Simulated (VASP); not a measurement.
CdSe: single point with LDA

The system is CdSe.

```xyz
2
Lattice="2.9091 2.9091 0.0000 -2.9091 2.9091 0.0000 0.0000 2.9091 2.9091" Properties=species:S:1:pos:R:3 pbc="T T T"
Cd    0.0000    0.0000    0.0000
Se    1.4546    4.3637    1.4546
```

* Program: VASP 6.6.1
* Task: single point
* Functional: LDA
* Potentials or basis: VASP PAW LDA potentials, release 64 (Cd, Se)
* Cutoff: 520 eV
* k mesh: 6 × 6 × 6
* Occupations: gaussian, width 0.01 eV
* Spin: no spin polarisation
* Dipole correction: no
* Further INCAR settings: ALGO = Normal; EDIFF = 1e-06; NBANDS = 16

```
Pressure               : 7.8 GPa
Band gap on the k mesh : 0.63 eV, direct
```

Levels at points of the mesh, in eV from the valence-band top:
| k point | band 7 | band 8 | band 9 | band 10 | band 11 | band 12 |
| --- | --- | --- | --- | --- | --- | --- |
| (0.00, 0.00, 0.00) | 0.00 | 0.00 | 0.00 | 0.63 | 5.76 | 5.76 |
| (0.50, 0.00, 0.00) | -5.35 | -0.98 | -0.98 | 2.34 | 6.31 | 6.31 |
| (0.50, 0.50, 0.00) | -4.82 | -2.40 | -2.40 | 2.66 | 3.67 | 9.58 |

It took 6.5 s on 1 thread of Intel Xeon 6975P-C (shared host), peak memory 0.16 GiB.
